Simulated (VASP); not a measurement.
# GaMo (P6/mmm) in VASP: single point with PBE

Aim: the single point of GaMo with PBE.

All numbers are computed with VASP 6.6.1; they aren't measurements. Logs are shortened: lines on timing, memory, paths and dates and some standing lists are left out, and cuts for length are marked.

### 1 The cell of the first run

It takes space group P6/mmm (No. 191, hexagonal). The conventional cell has a = 2.784 Å, b = 2.784 Å, c = 5.223 Å, α = 90.00°, β = 90.00°, γ = 120.00°. Ga (site symmetry 6/mmm) has 2 Mo at 2.61 Å and 6 Ga at 2.78 Å within 3.4 Å. Within 3.4 Å of Mo (site symmetry 6/mmm) lie 2 Ga at 2.61 Å and 6 Mo at 2.78 Å.

### 2 Single point, PBE

Contents of INCAR:

```
SYSTEM = GaMo
ALGO = Normal ; EDIFF = 1E-6
ENCUT = 520 ; GGA = PE
ISIF = 2 ; ISMEAR = 0
LASPH = .True. ; LCHARG = .False.
LREAL = .False. ; LWAVE = .False.
NBANDS = 20 ; NELM = 100
PREC = Accurate ; SIGMA = 0.2
```

Contents of KPOINTS:

```
k-points
0
Gamma
  7 7 4
  0 0 0
```

Contents of POSCAR:

```
GaMo
1.0
    2.7835625230      0.0000000026      0.0000000000
   -1.3917812637      2.4106358566      0.0000000000
    0.0000000000      0.0000000000      5.2231536517
Ga Mo
1 1
Direct
    0.0000000000      0.0000000000      0.0000000000
    0.0000000000      0.0000000000      0.5000000000
```

Potentials or basis: VASP PAW PBE potentials, release 64 (Ga_d, Mo_sv).

On the command line:

```console
cat potpaw_PBE.64/Ga_d/POTCAR potpaw_PBE.64/Mo_sv/POTCAR > POTCAR
mpirun -np 1 vasp_std > vasp.out
```

OUTCAR:

```text
SYSTEM = GaMo
   EDIFF = 1E-6
   ENCUT = 520
   GGA = PE
   ISIF = 2
   ISMEAR = 0
   LASPH = .True.
   LREAL = .False.
   NELM = 100
   PREC = Accurate

 ion  position               nearest neighbor table
   1  0.000  0.000  0.000-   2 2.61   2 2.61
   2  0.000  0.000  0.500-   1 2.61   1 2.61

  LATTYP: Found a hexagonal cell.
 ALAT       =     2.7835625230
 C/A-ratio  =     1.8764276385

  Lattice vectors:

 A1 = (   2.7835625230,   0.0000000026,   0.0000000000)
 A2 = (  -1.3917812637,   2.4106358566,   0.0000000000)
 A3 = (   0.0000000000,   0.0000000000,   5.2231536517)

Analysis of symmetry for initial positions (statically):
=====================================================================
 Subroutine PRICEL returns:
 Original cell was already a primitive cell.

 Routine SETGRP: Setting up the symmetry group for a
 hexagonal supercell.

 Subroutine GETGRP returns: Found 24 space group operations
 (whereof 24 operations were pure point group operations)
 out of a pool of 24 trial point group operations.

The static configuration has the point symmetry D_6h.

Analysis of symmetry for dynamics (positions and initial velocities):
=====================================================================
 Subroutine PRICEL returns:
 Original cell was already a primitive cell.

 Routine SETGRP: Setting up the symmetry group for a
 hexagonal supercell.

 Subroutine GETGRP returns: Found 24 space group operations
 (whereof 24 operations were pure point group operations)
 out of a pool of 24 trial point group operations.

The dynamic configuration has the point symmetry D_6h.

 Subroutine INISYM returns: Found 24 space group operations
 (whereof 24 operations are pure point group operations),
 and found     1 'primitive' translations

----------------------------------------------------------------------------------------

                                     Primitive cell

  volume of cell :      35.0482

  direct lattice vectors                    reciprocal lattice vectors
     2.783562523  0.000000003  0.000000000     0.359251855  0.207414156  0.000000000
    -1.391781264  2.410635857  0.000000000    -0.000000000  0.414828310  0.000000000
     0.000000000  0.000000000  5.223153652     0.000000000  0.000000000  0.191455214

  length of vectors
     2.783562523  2.783562523  5.223153652     0.414828310  0.414828310  0.191455214

  position of ions in fractional coordinates (direct lattice)
     0.000000000  0.000000000  0.000000000
     0.000000000  0.000000000  0.500000000

  ion indices of the primitive-cell ions
   primitive index   ion index
                 1           1
                 2           2

----------------------------------------------------------------------------------------

 KPOINTS: k-points

Automatic generation of k-mesh.
 Grid dimensions read from file:
 generate k-points for:    7    7    4

 Generating k-lattice:

  Cartesian coordinates                     Fractional coordinates (reciprocal lattice)
     0.051321694  0.029630594  0.000000000     0.142857143  0.000000000  0.000000000
    -0.000000000  0.059261187  0.000000000    -0.000000000  0.142857143  0.000000000
     0.000000000  0.000000000  0.047863803     0.000000000  0.000000000  0.250000000

  Length of vectors
     0.059261187  0.059261187  0.047863803

  Shift w.r.t. Gamma in fractional coordinates (k-lattice)
     0.000000000  0.000000000  0.000000000

 Subroutine IBZKPT returns following result:
 ===========================================

 Found     24 irreducible k-points:

 Following reciprocal coordinates:
            Coordinates               Weight
  0.000000  0.000000  0.000000      1.000000
  0.142857 -0.000000  0.000000      6.000000
  0.285714 -0.000000  0.000000      6.000000
  0.428571 -0.000000  0.000000      6.000000
  0.142857  0.142857  0.000000      6.000000
  0.285714  0.142857  0.000000     12.000000
[... 16 lines left out ...]
  0.428571  0.142857  0.500000      6.000000
  0.285714  0.285714  0.500000      6.000000
   k-points           NKPTS =     24   k-points in BZ     NKDIM =     24   number of bands    NBANDS=     20
   number of dos      NEDOS =    301   number of ions     NIONS =      2
   total plane-waves  NPLWV =  23040
   dimension x,y,z NGX =    24 NGY =   24 NGZ =   40
   dimension x,y,z NGXF=    48 NGYF=   48 NGZF=   80
   ions per type =               1   1
   NGX,Y,Z   is equivalent  to a cutoff of  14.33, 14.33, 12.73 a.u.
   NGXF,Y,Z  is equivalent  to a cutoff of  28.67, 28.67, 25.46 a.u.
 SYSTEM =  GaMo
   PREC   = accura    normal or accurate (medium, high low for compatibility)
   ISTART =      0    job   : 0-new  1-cont  2-samecut
   ICHARG =      2    charge: 1-file 2-atom 10-const
   ISPIN  =      1    spin polarized calculation?
   LNONCOLLINEAR =      F non collinear calculations
   LSORBIT =      F    spin-orbit coupling
   LASPH  =      T    aspherical Exc in radial PAW
   ENCUT  =  520.0 eV  38.22 Ry    6.18 a.u.   5.18  5.18  9.71*2*pi/ulx,y,z
   NELM   =    100;   NELMIN=  2; NELMDL= -5     # of ELM steps
   EDIFF  = 0.1E-05   stopping-criterion for ELM
   LREAL  =      F    real-space projection
   EDIFFG = 0.1E-04   stopping-criterion for IOM
   NSW    =      0    number of steps for IOM
   IBRION =     -1    ionic relax: 0-MD 1-quasi-New 2-CG
   NFREE  =      0    steps in history (QN), initial steepest desc. (CG)
   ISIF   =      2    stress and relaxation
   ISYM   =      2    0-nonsym 1-usesym 2-fastsym
   POTIM  = 0.5000    time-step for ionic-motion
   TEBEG  =    0.0;   TEEND  =   0.0 temperature during run
   PSTRESS=    0.0 pullay stress
   NELECT =      27.0000    total number of electrons
   NUPDOWN=      -1.0000    fix difference up-down
   EMIN   =  10.00;   EMAX   =-10.00  energy-range for DOS
   EFERMI =   0.00;   METHOD = LEGACY
   ISMEAR =     0;   SIGMA  =   0.20  broadening in eV -4-tet -1-fermi 0-gaus
   EFERMI_NEDOS =   21; number of points for ismear=-14 and -15
   IALGO  =     38    algorithm
   IMIX   =      4    mixing-type and parameters
     AMIX     =   0.40;   BMIX     =  1.00
     AMIX_MAG =   1.60;   BMIX_MAG =  1.00
  volume/ion in A,a.u.               =      17.52       118.26
  Fermi-wavevector in a.u.,A,eV,Ry     =   1.500747  2.836002 30.643626  2.252243
  Thomas-Fermi vector in A             =   2.612208
   LORBIT       =      0    0 simple, 1 ext, 2 COOP (PROOUT), +10 PAW based schemes
   GGA     = PE    functional components
   LHFCALC =     F    Hartree Fock is set to
   AEXX    =    0.0000 exact exchange contribution
   IVDW    =     0    specifies the selected vdW correction
   LEPSILON=     F    determine dielectric tensor
   LRPA    =     F    only Hartree local field effects (RPA)
 non-spin polarized calculation
 Gauss-broadening in eV      SIGMA  =   0.20
  energy-cutoff  :      520.00
  volume of cell :       35.05
 maximum number of plane-waves:       957
 NGX is ok and might be reduce to    24
   NGX = 11   NGY = 11   NGZ = 19

 number of electron      26.9999989 magnetization

 Free energy of the ion-electron system (eV)
  ---------------------------------------------------
  ext. energy  EPLUGINS =         0.00000000
  ---------------------------------------------------
  free energy    TOTEN  =       -12.57823856 eV

  energy without entropy =      -12.54256829  energy(sigma->0) =      -12.56040342

 E-fermi :   8.3101     XC(G=0): -12.0224

 val. band max:        8.3004948954   @ k =   0.4286  -0.0000   0.2500
 cond. band min:       8.5481992892   @ k =   0.1429   0.1429   0.2500
 fundamental gap:      0.2477043938
 Fermi energy:         8.3101201637

 k-point     1 :       0.0000    0.0000    0.0000
  band No.  band energies     occupation
      1     -52.5002      2.00000
      2     -26.7199      2.00000
      3     -25.8891      2.00000
      4     -25.8891      2.00000
      5      -6.7090      2.00000
      6      -6.6197      2.00000
[... 12 lines left out ...]
     19      21.7598      0.00000
     20      21.7598      0.00000

 k-point     2 :       0.1429   -0.0000    0.0000
  band No.  band energies     occupation
      1     -52.4673      2.00000
      2     -26.6873      2.00000
      3     -26.1107      2.00000
      4     -25.9397      2.00000
      5      -6.6820      2.00000
      6      -6.6203      2.00000
[... 12 lines left out ...]
     19      20.0280      0.00000
     20      21.3541      0.00000

 k-point     3 :       0.2857   -0.0000    0.0000
  band No.  band energies     occupation
      1     -52.3927      2.00000
      2     -26.6132      2.00000
      3     -26.5910      2.00000
      4     -26.0518      2.00000
      5      -6.7414      2.00000
      6      -6.5184      2.00000
[... 12 lines left out ...]
     19      17.8766      0.00000
     20      21.2461      0.00000

 k-point     4 :       0.4286   -0.0000    0.0000
  band No.  band energies     occupation
      1     -52.3320      2.00000
      2     -26.9605      2.00000
      3     -26.5531      2.00000
      4     -26.1401      2.00000
      5      -6.8024      2.00000
      6      -6.5820      2.00000
[... 12 lines left out ...]
     19      16.6122      0.00000
     20      18.6864      0.00000

 k-point     5 :       0.1429    0.1429    0.0000
  band No.  band energies     occupation
      1     -52.4135      2.00000
      2     -26.6339      2.00000
      3     -26.4286      2.00000
      4     -26.0542      2.00000
      5      -6.6624      2.00000
      6      -6.6169      2.00000
[... 12 lines left out ...]
     19      15.8573      0.00000
     20      22.7034      0.00000

 k-point     6 :       0.2857    0.1429    0.0000
  band No.  band energies     occupation
      1     -52.3456      2.00000
      2     -26.7899      2.00000
      3     -26.5666      2.00000
      4     -26.2185      2.00000
      5      -6.7118      2.00000
      6      -6.5444      2.00000
[... 12 lines left out ...]
     19      14.1079      0.00000
     20      20.0095      0.00000

 k-point     7 :       0.4286    0.1429    0.0000
  band No.  band energies     occupation
      1     -52.3151      2.00000
      2     -26.9454      2.00000
      3     -26.5365      2.00000
      4     -26.2925      2.00000
      5      -6.7388      2.00000
      6      -6.5764      2.00000
[... 12 lines left out ...]
     19      15.7147      0.00000
     20      18.4760      0.00000
[... 277 lines left out ...]
 k-point    20 :       0.4286   -0.0000    0.5000
  band No.  band energies     occupation
      1     -52.3320      2.00000
      2     -26.9606      2.00000
      3     -26.5568      2.00000
      4     -26.1401      2.00000
      5      -6.8003      2.00000
      6      -6.5709      2.00000
[... 12 lines left out ...]
     19      17.6256      0.00000
     20      19.0909      0.00000

 k-point    21 :       0.1429    0.1429    0.5000
  band No.  band energies     occupation
      1     -52.4135      2.00000
      2     -26.6379      2.00000
      3     -26.4286      2.00000
      4     -26.0542      2.00000
      5      -6.6623      2.00000
      6      -6.5904      2.00000
[... 12 lines left out ...]
     19      18.0891      0.00000
     20      18.1266      0.00000

 k-point    22 :       0.2857    0.1429    0.5000
  band No.  band energies     occupation
      1     -52.3456      2.00000
      2     -26.7899      2.00000
      3     -26.5703      2.00000
      4     -26.2186      2.00000
      5      -6.7097      2.00000
      6      -6.5355      2.00000
[... 12 lines left out ...]
     19      17.7441      0.00000
     20      19.1660      0.00000

 k-point    23 :       0.4286    0.1429    0.5000
  band No.  band energies     occupation
      1     -52.3151      2.00000
      2     -26.9454      2.00000
      3     -26.5400      2.00000
      4     -26.2926      2.00000
      5      -6.7368      2.00000
      6      -6.5655      2.00000
[... 12 lines left out ...]
     19      15.5863      0.00000
     20      19.8413      0.00000

 k-point    24 :       0.2857    0.2857    0.5000
  band No.  band energies     occupation
      1     -52.3076      2.00000
      2     -26.7973      2.00000
      3     -26.5326      2.00000
      4     -26.5093      2.00000
      5      -6.5990      2.00000
      6      -6.5325      2.00000
[... 12 lines left out ...]
     19      16.0336      0.00000
     20      17.2386      0.00000

------------------------ aborting loop because EDIFF is reached ----------------------------------------

  FORCE on cell =-STRESS in cart. coord.  units (eV):
  Direction    XX          YY          ZZ          XY          YZ          ZX
  --------------------------------------------------------------------------------------
  -------------------------------------------------------------------------------------
  Total        0.1174744      0.1174744      0.1728575      0.0000000     -0.0000000      0.0000000
  in kB        5.3701760      5.3701760      7.9019336      0.0000000     -0.0000000      0.0000000
  external PRESSURE =       6.2140952 kB  Pullay stress =       0.0000000 kB

 VOLUME and BASIS-vectors are now :
 -----------------------------------------------------------------------------
  energy-cutoff  :      520.00
  volume of cell :       35.05
      direct lattice vectors                 reciprocal lattice vectors
     2.783562523  0.000000003  0.000000000     0.359251855  0.207414156  0.000000000
    -1.391781264  2.410635857  0.000000000    -0.000000000  0.414828310  0.000000000
     0.000000000  0.000000000  5.223153652     0.000000000  0.000000000  0.191455214

 POSITION                                       TOTAL-FORCE (eV/Angst)
 -----------------------------------------------------------------------------------
      0.00000      0.00000      0.00000         0.000000      0.000000      0.000000
      0.00000      0.00000      2.61158        -0.000000      0.000000      0.000000
 -----------------------------------------------------------------------------------
    total drift:                                0.000000     -0.000000      0.000000

  FREE ENERGIE OF THE ION-ELECTRON SYSTEM (eV)
  ---------------------------------------------------
  free  energy   TOTEN  =       -12.5782385603 eV

  energy  without entropy=      -12.5425682871  energy(sigma->0) =      -12.56040342
```

Run time: 28 s. Hardware: 1 thread of AMD EPYC 7R13, shared host; peak memory 0.14 GiB.

What came out:

```
Free energy : -12.5782 eV
Pressure    : 0.6 GPa
```

Stress tensor (GPa, compression positive):
```
0.54 0.00 0.00
0.00 0.54 0.00
0.00 0.00 0.79
```

Caveat: the k points lie up to 0.37 Å⁻¹ apart.
